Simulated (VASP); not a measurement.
**B3As2N: single point with PBE**

The system is B3As2N.

```
N B As
1.0
    -1.57060    1.57060    6.64095
     1.57060   -1.57060    6.64095
     1.57060    1.57060   -6.64095
N B As
1 3 2
Direct
  0.00000 0.00000 0.00000
  0.56370 0.06370 0.50000
  0.25000 0.75000 0.50000
  0.93630 0.43630 0.50000
  0.65747 0.65747 0.00000
  0.34253 0.34253 0.00000
```

```
Program                : VASP 6.6.1
Task                   : single point
Functional             : PBE
Potentials or basis    : VASP PAW PBE potentials, release 64 (N, B, As)
Cutoff                 : 520 eV
k mesh                 : 12 × 12 × 12
Occupations            : fermi-dirac, width 0.02 eV
Spin                   : no spin polarisation
Dipole correction      : no
Further INCAR settings : ALGO = Normal; EDIFF = 1e-07; NBANDS = 21
```

The pressure is 3.2 GPa and the largest force is 0.298 eV/Å. The band gap on the k mesh is 0.16 eV.

Forces on the atoms (eV/Å):
```
N    0.000  0.000  0.000
B    0.000  0.000 -0.298
B    0.000  0.000  0.000
B    0.000  0.000  0.298
As   0.000  0.000  0.018
As   0.000  0.000 -0.018
```

Stress tensor (GPa, compression positive):
```
2.96 0.00 0.00
0.00 2.96 0.00
0.00 0.00 3.82
```

Levels at points of the mesh, in eV from the valence-band top:
```csv
k point,band 8,band 9,band 10,band 11,band 12,band 13,band 14,band 15,band 16,band 17
"(0.00, 0.00, 0.00)",-2.99,-2.99,-0.87,0.00,0.00,0.16,2.14,3.39,3.49,3.76
"(0.50, 0.00, 0.00)",-4.86,-4.38,-2.46,-1.36,-1.17,1.78,4.07,4.42,4.86,5.33
"(0.50, 0.50, 0.00)",-5.88,-5.78,-5.77,-4.80,-4.50,1.37,1.95,3.69,3.81,4.60
"(0.50, 0.50, 0.50)",-2.55,-2.39,-2.39,-0.99,-0.99,0.61,1.98,2.92,2.99,4.96
```

Run time: 5.6 min on 1 thread of Intel(R) Xeon(R) 6975P-C (Granite Rapids), with other jobs on the host, peak memory 0.53 GiB.

Caveat: the cell stands under pressure. A k mesh can miss the band edges.
